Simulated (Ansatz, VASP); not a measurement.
Two plane-wave programs on SiC

```
CELL_PARAMETERS angstrom
0.00000 2.19647 2.19647
2.19647 0.00000 2.19647
2.19647 2.19647 0.00000
ATOMIC_POSITIONS crystal
Si 0.00236 0.99764 0.00236
C 0.74449 0.75551 0.74449
```

Change from the starting cell: mode 6 frozen in at -0.024 Å, equal normal strain along x, y and z +0.0083.

Alike in both runs: task single point; functional PBEsol; k mesh 10 × 10 × 10; occupations gaussian, width 0.05 eV; no spin polarisation.

|  | VASP | Ansatz |
| --- | --- | --- |
| version | VASP 6.6.1 | Ansatz 0.2.0 |
| potentials or method | VASP PAW PBE potentials, release 64 (Si, C), cutoff 520 eV | scalar-relativistic, plane waves, PAW |
| valence electrons in the cell | 8 | 8 |

|  | VASP | Ansatz | Ansatz less VASP |
| --- | --- | --- | --- |
| gap on the k mesh at the Fermi level (eV) | 1.09 | 1.10 | +0.009 |
| least direct gap on the mesh (eV) | 4.33 | 4.34 | +0.008 |
| pressure (GPa) | -4.8 | -5.1 | -0.34 |
| traceless stress, the component that is largest in VASP (GPa) | -1.91 | -1.88 | +0.030 |
| rms of the force components (eV/Å) | 0.362 | 0.360 | -0.0012 |

VASP's potentials were made for PBE, not for PBEsol. Atom by atom the forces differ by 0.001 eV/Å (rms over components).
